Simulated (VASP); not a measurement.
# Ag (Fm-3m) in VASP: notebook

The runs below take Ag through single point, with PBE, r2SCAN.

Everything below comes from runs of VASP 6.6.1. Logs are shortened: lines on timing, memory, paths and dates and some standing lists are left out, and cuts for length are marked.

## 1. The cell of the first run

Symmetry: Fm-3m, No. 225, cubic system. The conventional cell has a = 4.415 Å, b = 4.415 Å, c = 4.415 Å, α = 90.00°, β = 90.00°, γ = 90.00°. Within 4.1 Å of Ag (site symmetry m-3m) lie 12 Ag at 3.12 Å.

## 2. Single point, PBE

The input, INCAR:

```
ALGO = Normal
EDIFF = 1E-6
ENCUT = 500
GGA = PE
GGA_COMPAT = False
ISIF = 2
ISMEAR = 1
LASPH = True
LCHARG = False
LREAL = False
LWAVE = False
NBANDS = 12
NELM = 120
PREC = Accurate
SIGMA = 0.0127
```

The input, KPOINTS:

```
k-points
0
Gamma
  7 7 7
```

The input, POSCAR:

```
Ag
1.0
    0.0000000000      2.2073130000      2.2073130000
    2.2073130000      0.0000000000      2.2073130000
    2.2073130000      2.2073130000      0.0000000000
Ag
1
Direct
    0.0000000000      0.0000000000      0.0000000000
```

Potentials or basis: VASP PAW PBE potentials, release 64 (Ag).

The run is started by

```
cat potpaw_PBE.64/Ag/POTCAR > POTCAR
mpirun -np 1 vasp_std > vasp.out
```

OUTCAR:

```text
EDIFF = 1E-6
   ENCUT = 500
   GGA = PE
   ISIF = 2
   ISMEAR = 1
   LASPH = True
   LREAL = False
   NELM = 120
   PREC = Accurate

 ion  position               nearest neighbor table
   1  0.000  0.000  0.000-

  LATTYP: Found a face centered cubic cell.
 ALAT       =     4.4146260000

  Lattice vectors:

 A1 = (   0.0000000000,   2.2073130000,   2.2073130000)
 A2 = (   2.2073130000,   0.0000000000,   2.2073130000)
 A3 = (   2.2073130000,   2.2073130000,   0.0000000000)

Analysis of symmetry for initial positions (statically):
=====================================================================
 Subroutine PRICEL returns:
 Original cell was already a primitive cell.

 Routine SETGRP: Setting up the symmetry group for a
 face centered cubic supercell.

 Subroutine GETGRP returns: Found 48 space group operations
 (whereof 48 operations were pure point group operations)
 out of a pool of 48 trial point group operations.

The static configuration has the point symmetry O_h .

Analysis of symmetry for dynamics (positions and initial velocities):
=====================================================================
 Subroutine PRICEL returns:
 Original cell was already a primitive cell.

 Routine SETGRP: Setting up the symmetry group for a
 face centered cubic supercell.

 Subroutine GETGRP returns: Found 48 space group operations
 (whereof 48 operations were pure point group operations)
 out of a pool of 48 trial point group operations.

The dynamic configuration has the point symmetry O_h .

 Subroutine INISYM returns: Found 48 space group operations
 (whereof 48 operations are pure point group operations),
 and found     1 'primitive' translations

----------------------------------------------------------------------------------------

                                     Primitive cell

  volume of cell :      21.5091

  direct lattice vectors                    reciprocal lattice vectors
     0.000000000  2.207313000  2.207313000    -0.226519755  0.226519755  0.226519755
     2.207313000  0.000000000  2.207313000     0.226519755 -0.226519755  0.226519755
     2.207313000  2.207313000  0.000000000     0.226519755  0.226519755 -0.226519755

  length of vectors
     3.121611981  3.121611981  3.121611981     0.392343725  0.392343725  0.392343725

  position of ions in fractional coordinates (direct lattice)
     0.000000000  0.000000000  0.000000000

  ion indices of the primitive-cell ions
   primitive index   ion index
                 1           1

----------------------------------------------------------------------------------------

 KPOINTS: k-points

Automatic generation of k-mesh.
 Grid dimensions read from file:
 generate k-points for:    7    7    7

 Generating k-lattice:

  Cartesian coordinates                     Fractional coordinates (reciprocal lattice)
    -0.032359965  0.032359965  0.032359965     0.142857143  0.000000000  0.000000000
     0.032359965 -0.032359965  0.032359965     0.000000000  0.142857143  0.000000000
     0.032359965  0.032359965 -0.032359965     0.000000000  0.000000000  0.142857143

  Length of vectors
     0.056049104  0.056049104  0.056049104

  Shift w.r.t. Gamma in fractional coordinates (k-lattice)
     0.000000000  0.000000000  0.000000000

 Subroutine IBZKPT returns following result:
 ===========================================

 Found     20 irreducible k-points:

 Following reciprocal coordinates:
            Coordinates               Weight
  0.000000  0.000000  0.000000      1.000000
  0.142857  0.000000  0.000000      8.000000
  0.285714  0.000000  0.000000      8.000000
  0.428571  0.000000  0.000000      8.000000
  0.142857  0.142857  0.000000      6.000000
  0.285714  0.142857  0.000000     24.000000
[... 12 lines left out ...]
 -0.428571  0.428571  0.142857     24.000000
 -0.285714  0.428571  0.142857     24.000000
   k-points           NKPTS =     20   k-points in BZ     NKDIM =     20   number of bands    NBANDS=     12
   number of dos      NEDOS =    301   number of ions     NIONS =      1
   total plane-waves  NPLWV =  13824
   dimension x,y,z NGX =    24 NGY =   24 NGZ =   24
   dimension x,y,z NGXF=    48 NGYF=   48 NGZF=   48
   ions per type =               1
   NGX,Y,Z   is equivalent  to a cutoff of  12.78, 12.78, 12.78 a.u.
   NGXF,Y,Z  is equivalent  to a cutoff of  25.56, 25.56, 25.56 a.u.
 SYSTEM =  unknown system
   PREC   = accura    normal or accurate (medium, high low for compatibility)
   ISTART =      0    job   : 0-new  1-cont  2-samecut
   ICHARG =      2    charge: 1-file 2-atom 10-const
   ISPIN  =      1    spin polarized calculation?
   LNONCOLLINEAR =      F non collinear calculations
   LSORBIT =      F    spin-orbit coupling
   LASPH  =      T    aspherical Exc in radial PAW
   ENCUT  =  500.0 eV  36.75 Ry    6.06 a.u.   5.69  5.69  5.69*2*pi/ulx,y,z
   NELM   =    120;   NELMIN=  2; NELMDL= -5     # of ELM steps
   EDIFF  = 0.1E-05   stopping-criterion for ELM
   LREAL  =      F    real-space projection
   EDIFFG = 0.1E-04   stopping-criterion for IOM
   NSW    =      0    number of steps for IOM
   IBRION =     -1    ionic relax: 0-MD 1-quasi-New 2-CG
   NFREE  =      0    steps in history (QN), initial steepest desc. (CG)
   ISIF   =      2    stress and relaxation
   ISYM   =      2    0-nonsym 1-usesym 2-fastsym
   POTIM  = 0.5000    time-step for ionic-motion
   TEBEG  =    0.0;   TEEND  =   0.0 temperature during run
   PSTRESS=    0.0 pullay stress
   NELECT =      11.0000    total number of electrons
   NUPDOWN=      -1.0000    fix difference up-down
   EMIN   =  10.00;   EMAX   =-10.00  energy-range for DOS
   EFERMI =   0.00;   METHOD = LEGACY
   ISMEAR =     1;   SIGMA  =   0.01  broadening in eV -4-tet -1-fermi 0-gaus
   EFERMI_NEDOS =   21; number of points for ismear=-14 and -15
   IALGO  =     38    algorithm
   IMIX   =      4    mixing-type and parameters
     AMIX     =   0.40;   BMIX     =  1.00
     AMIX_MAG =   1.60;   BMIX_MAG =  1.00
  volume/ion in A,a.u.               =      21.51       145.15
  Fermi-wavevector in a.u.,A,eV,Ry     =   1.309177  2.473986 23.319641  1.713945
  Thomas-Fermi vector in A             =   2.439794
   LORBIT       =      0    0 simple, 1 ext, 2 COOP (PROOUT), +10 PAW based schemes
   GGA     = PE    functional components
   LHFCALC =     F    Hartree Fock is set to
   AEXX    =    0.0000 exact exchange contribution
   IVDW    =     0    specifies the selected vdW correction
   LEPSILON=     F    determine dielectric tensor
   LRPA    =     F    only Hartree local field effects (RPA)
 non-spin polarized calculation
 Methfessel and Paxton  Order N= 1 SIGMA  =   0.01
  energy-cutoff  :      500.00
  volume of cell :       21.51
 maximum number of plane-waves:       556
   NGX = 11   NGY = 11   NGZ = 11

 number of electron      11.0000004 magnetization

 Free energy of the ion-electron system (eV)
  ---------------------------------------------------
  ext. energy  EPLUGINS =         0.00000000
  ---------------------------------------------------
  free energy    TOTEN  =        -2.61630411 eV

  energy without entropy =       -2.61626355  energy(sigma->0) =       -2.61629059

 E-fermi :   6.2054     XC(G=0): -10.8797

 val. band max:        5.0348079181   @ k =   0.4286   0.2857   0.0000
 cond. band min:       6.2063465600   @ k =   0.4286   0.4286   0.0000
 fundamental gap:      1.1715386419
 Fermi energy:         6.2054207689

 k-point     1 :       0.0000    0.0000    0.0000
  band No.  band energies     occupation
      1      -0.6266      2.00000
      2       1.4844      2.00000
      3       1.4844      2.00000
      4       1.4844      2.00000
      5       2.1627      2.00000
      6       2.1627      2.00000
      7      20.9472      0.00000
      8      23.1593      0.00000
      9      23.1593      0.00000
     10      23.1593      0.00000
     11      27.5156      0.00000
     12      27.5248      0.00000

 k-point     2 :       0.1429    0.0000    0.0000
  band No.  band energies     occupation
      1      -0.1244      2.00000
      2       1.4346      2.00000
      3       1.5823      2.00000
      4       1.5823      2.00000
      5       2.1440      2.00000
      6       2.1440      2.00000
      7      18.9119      0.00000
      8      21.4982      0.00000
      9      22.9260      0.00000
     10      22.9260      0.00000
     11      26.2595      0.00000
     12      27.4086      0.00000

 k-point     3 :       0.2857    0.0000    0.0000
  band No.  band energies     occupation
      1       0.5362      2.00000
      2       1.6014      2.00000
      3       1.6014      2.00000
      4       2.2243      2.00000
      5       2.3327      2.00000
      6       2.3327      2.00000
      7      13.8311      0.00000
      8      21.0289      0.00000
      9      22.1450      0.00000
     10      22.1450      0.00000
     11      26.0997      0.00000
     12      26.0997      0.00000
[... 226 lines left out ...]
 k-point    19 :      -0.4286    0.4286    0.1429
  band No.  band energies     occupation
      1       0.7757      2.00000
      2       0.8124      2.00000
      3       1.9975      2.00000
      4       2.4498      2.00000
      5       2.7393      2.00000
      6       7.3469      0.00000
      7      12.3914      0.00000
      8      13.3120      0.00000
      9      13.8195      0.00000
     10      22.8026      0.00000
     11      23.4060      0.00000
     12      29.3082      0.00000

 k-point    20 :      -0.2857    0.4286    0.1429
  band No.  band energies     occupation
      1       0.9293      2.00000
      2       1.1820      2.00000
      3       1.5804      2.00000
      4       2.2052      2.00000
      5       2.7348      2.00000
      6       9.5764      0.00000
      7      10.3130      0.00000
      8      11.5823      0.00000
      9      14.5096      0.00000
     10      23.3107      0.00000
     11      27.3481      0.00000
     12      27.7747      0.00000

------------------------ aborting loop because EDIFF is reached ----------------------------------------

  FORCE on cell =-STRESS in cart. coord.  units (eV):
  Direction    XX          YY          ZZ          XY          YZ          ZX
  --------------------------------------------------------------------------------------
  -------------------------------------------------------------------------------------
  Total       -1.3832985     -1.3832985     -1.3832985     -0.0000000      0.0000000     -0.0000000
  in kB     -103.0397351   -103.0397351   -103.0397351     -0.0000000      0.0000000     -0.0000000
  external PRESSURE =    -103.0397351 kB  Pullay stress =       0.0000000 kB

 VOLUME and BASIS-vectors are now :
 -----------------------------------------------------------------------------
  energy-cutoff  :      500.00
  volume of cell :       21.51
      direct lattice vectors                 reciprocal lattice vectors
     0.000000000  2.207313000  2.207313000    -0.226519755  0.226519755  0.226519755
     2.207313000  0.000000000  2.207313000     0.226519755 -0.226519755  0.226519755
     2.207313000  2.207313000  0.000000000     0.226519755  0.226519755 -0.226519755

 POSITION                                       TOTAL-FORCE (eV/Angst)
 -----------------------------------------------------------------------------------
      0.00000      0.00000      0.00000        -0.000000     -0.000000     -0.000000
 -----------------------------------------------------------------------------------
    total drift:                               -0.000000      0.000000     -0.000000

  FREE ENERGIE OF THE ION-ELECTRON SYSTEM (eV)
  ---------------------------------------------------
  free  energy   TOTEN  =        -2.6163041080 eV

  energy  without entropy=       -2.6162635522  energy(sigma->0) =       -2.61629059
```

It took 4.3 s on 1 thread of Intel Xeon 6975P-C, shared host; peak memory 0.13 GiB.

What came out:

| Item | Value |
| --- | --- |
| Free energy | -2.6163 eV |
| Pressure | -10.3 GPa |

Levels at points of the mesh, in eV from the Fermi level:
```csv
k point,band 4,band 5,band 6,band 7,band 8,band 9
"(0.00, 0.00, 0.00)",-4.72,-4.04,-4.04,14.74,16.95,16.95
```

## 3. Single point, r2SCAN

POSCAR is that of step 2.

The input, INCAR.step1:

```
PREC = Accurate ; ENCUT = 550
ISMEAR = 1 ; SIGMA = 0.0127
LREAL = False ; LASPH = True
NELM = 120 ; NBANDS = 12
GGA = PE ; ALGO = Normal
EDIFF = 1E-5 ; LWAVE = True
LCHARG = False ; GGA_COMPAT = False
```

The input, INCAR.step2:

```
PREC = Accurate ; ENCUT = 550
EDIFF = 1E-6 ; ISMEAR = 1
SIGMA = 0.0127 ; LREAL = False
LASPH = True ; NELM = 120
ALGO = Normal ; ISIF = 2
LWAVE = False ; LCHARG = False
METAGGA = R2SCAN ; LMIXTAU = True
NBANDS = 12 ; ISTART = 1
GGA_COMPAT = False
```

The input, KPOINTS:

```
Automatic mesh
0
Gamma
  7 7 7
```

Potentials or basis: VASP PAW PBE potentials, release 64 (Ag).

The run is started by

```
cat potpaw_PBE.64/Ag/POTCAR > POTCAR
cp INCAR.step1 INCAR
mpirun -np 1 vasp_std > vasp.out
cp INCAR.step2 INCAR
mpirun -np 1 vasp_std > vasp.out
```

Wall time 14 s (1 thread of Intel Xeon 6975P-C, shared host); peak memory 0.14 GiB.

The run converged. Its results:

| Item | Value |
| --- | --- |
| Free energy | -21.1953 eV |
| Pressure | -12.4 GPa |

Levels at points of the mesh, in eV from the Fermi level:
```
           k point  band 3  band 4  band 5  band 6  band 7  band 8  band 9  band 10
(0.00, 0.00, 0.00)   -5.08   -5.08   -4.40   -4.40   15.25   17.53   17.53    17.53
```

Caveat: the PAW data sets were made with another functional, which shifts forces and pressure a little.
